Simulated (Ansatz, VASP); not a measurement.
NbP: VASP beside Ansatz

```
Nb P
1.0
    -1.67492    1.67492    5.74011
     1.67492   -1.67492    5.74011
     1.67492    1.67492   -5.74011
Nb P
2 2
Direct
  0.24988 0.74988 0.50000
  0.49988 0.49988 0.00000
  0.83275 0.33275 0.50000
  0.08275 0.08275 0.00000
```

Alike in both runs: functional PBEsol; k mesh 9 × 9 × 9; occupations fermi-dirac, width 0.05 eV; no spin polarisation.

```csv
,VASP,Ansatz
version,VASP 6.6.1,Ansatz 0.2.0
potentials or method,"VASP PAW PBE potentials, release 64 (Nb_sv, P)",Ansatz PAW
plane-wave cutoff (eV),520,420
valence electrons in the cell,36,36
task,single point,band structure
```

|  | VASP | Ansatz | Ansatz less VASP |
| --- | --- | --- | --- |
| gap on the k mesh at the Fermi level (eV) | none | none | - |
| pressure (GPa) | -6.6 | -6.4 | +0.20 |
| traceless stress, the component that is largest in VASP (GPa) | -0.05 | -0.05 | -0.006 |
| rms of the force components (eV/Å) | 0.006 | 0.007 | +0.0004 |

VASP's potentials were made for PBE, not for PBEsol. Atom by atom the forces differ by 0.000 eV/Å (rms over components). A gap of «none» marks a metal or a gap that the smearing closes.
